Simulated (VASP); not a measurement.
**InPd: relaxation of cell and atoms with PBEsol**

Crystal: InPd.

```
In Pd
1.0
     3.27000    0.00000    0.00000
     0.00000    3.27000    0.00000
     0.00000    0.00000    3.27000
In Pd
1 1
Cartesian
  0.0000 0.0000 0.0000
  1.6350 1.6350 1.6350
```

* Program: VASP 6.6.1
* Task: relaxation of cell and atoms
* Functional: PBEsol
* Potentials or basis: VASP PAW PBE potentials, release 64 (In_d, Pd)
* Cutoff: 600 eV
* k mesh: 7 × 7 × 7
* Occupations: methfessel-paxton, width 0.1 eV
* Spin: no spin polarisation
* Target pressure: 20 GPa
* Dipole correction: no
* Further INCAR settings: ALGO = Normal; EDIFF = 1e-06; IBRION = 2; EDIFFG = -0.02; NSW = 80; ISIF = 3

- Relaxed volume: 15.38 Å³/atom
- Relaxed cell: a = 3.133 Å, b = 3.133 Å, c = 3.133 Å, α = 90.00°, β = 90.00°, γ = 90.00°
- Space group after relaxing (to 0.05 Å): Pm-3m (No. 221)
- Energy change on relaxing (the enthalpy is what falls): +96.8 meV/atom
- Ionic steps: 5
- Pressure after relaxing: 20.1 GPa

The path:
| step | energy change (eV) | largest force (eV/Å) | pressure (GPa) | volume (Å³) |
| --- | --- | --- | --- | --- |
| 1 | 0.0000 | 0.0000 | -2.16 | 34.97 |
| 2 | 2.7217 | 0.0000 | 123.05 | 24.10 |
| 3 | 0.1564 | 0.0000 | 17.74 | 31.07 |
| 4 | 0.1804 | 0.0000 | 19.22 | 30.86 |
| 5 | 0.1935 | 0.0000 | 20.08 | 30.75 |

Final structure:
```
In Pd
1.0
     3.13299    0.00000    0.00000
     0.00000    3.13299    0.00000
     0.00000    0.00000    3.13299
In Pd
1 1
Direct
  0.00000 0.00000 0.00000
  0.50000 0.50000 0.50000
```

Levels at points of the mesh, in eV from the Fermi level:
| k point | band 9 | band 10 | band 11 | band 12 | band 13 | band 14 |
| --- | --- | --- | --- | --- | --- | --- |
| (0.00, 0.00, 0.00) | -2.94 | -2.94 | -2.94 | 4.03 | 4.03 | 4.03 |

Run time: 80 s on 1 thread of Intel Xeon 8259CL, on a shared host, peak memory 0.17 GiB.

Caveat: the cell is relaxed towards a set pressure, so the enthalpy falls and the energy may rise; the PAW data sets were made with another functional, which shifts forces and pressure a little; spin-orbit coupling is left out, which moves the levels of the heavy elements.
